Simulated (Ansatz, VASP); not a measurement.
# BAs: VASP beside Ansatz

The input POSCAR:

```
BAs
1.0
    0.0000000000      2.3885000000      2.3885000000
    2.3885000000      0.0000000000      2.3885000000
    2.3885000000      2.3885000000      0.0000000000
As B
1 1
Direct
    0.7500000000      0.7500000000      0.7500000000
    0.0000000000      0.0000000000      0.0000000000
```

The input INCAR.step1:

```
SYSTEM = BAs
ALGO = Normal
EDIFF = 1E-4
ENCUT = 600
GGA = PE
ISMEAR = -1
LASPH = .True.
LCHARG = .False.
LREAL = .False.
LWAVE = .True.
NELM = 80
PREC = Accurate
SIGMA = 0.05
```

Contents of INCAR.step2:

```
SYSTEM = BAs
ALGO = Normal
EDIFF = 1E-7
EDIFFG = -0.01
ENCUT = 600
IBRION = 2
ISIF = 3
ISMEAR = -1
ISTART = 1
IVDW = 12
LASPH = .True.
LCHARG = .False.
LMIXTAU = .True.
LREAL = .False.
LWAVE = .False.
METAGGA = R2SCAN
NELM = 80
NSW = 60
PREC = Accurate
SIGMA = 0.05
VDW_A1 = 0.49484001
VDW_A2 = 5.73083694
VDW_S6 = 1.0
VDW_S8 = 0.78981345
```

The input KPOINTS:

```
k-points
0
Gamma
  10 10 10
  0 0 0
```

File input.yaml:

```yaml
crystal:
  lattice:
    - [0.0, 2.3885, 2.3885]
    - [2.3885, 0.0, 2.3885]
    - [2.3885, 2.3885, 0.0]
  atoms:
    - { symbol: As, position: [0.75, 0.75, 0.75] }
    - { symbol: B, position: [0.0, 0.0, 0.0] }
hamiltonian:
  xc: r2scan
  pseudopotentials: { kind: paw }
  dispersion: d3bj
kpoints:
  mp_grid: { grid: [10, 10, 10] }
scf:
  occupations: { method: fermi_dirac, width: 0.05 }
output:
  forces: true
  stress: true
  write_density: true
  write_potential: true
  elf: true
  volumetric_format: npy
relax:
  f_tol: 0.01
  max_steps: 40
  cell: { stress_tol: 0.05 }
```

Alike in both runs: task relaxation of cell and atoms; functional r2SCAN; dispersion D3(BJ); k mesh 10 × 10 × 10; occupations fermi-dirac, width 0.05 eV; no spin polarisation.

|  | VASP | Ansatz |
| --- | --- | --- |
| version | VASP 6.6.1 | Ansatz 0.2.0 |
| potentials or method | VASP PAW PBE potentials, release 64 (As, B) | Ansatz PAW |
| plane-wave cutoff (eV) | 600 | 500 |
| valence electrons in the cell | 8 | 18 |

|  | VASP | Ansatz | Ansatz less VASP |
| --- | --- | --- | --- |
| gap on the k mesh at the Fermi level, each at its own relaxed structure (eV) | 1.36 | 1.36 | -0.002 |
| relaxed volume (Å³/atom) | 13.54 | 13.51 | -0.024 |
| relaxed cell length with the largest relative difference (Å) | 3.370 | 3.368 | -0.0020 |

VASP's potentials were made for PBE, not for r2SCAN. VASP's potentials hold 8 valence electrons a cell and Ansatz's 18, so a difference there can come from the potentials and not from the codes.

Noted on Ansatz's run: the plane-wave basis is chosen anew once the cell has moved, so the energies of steps on either side of that aren't comparable.
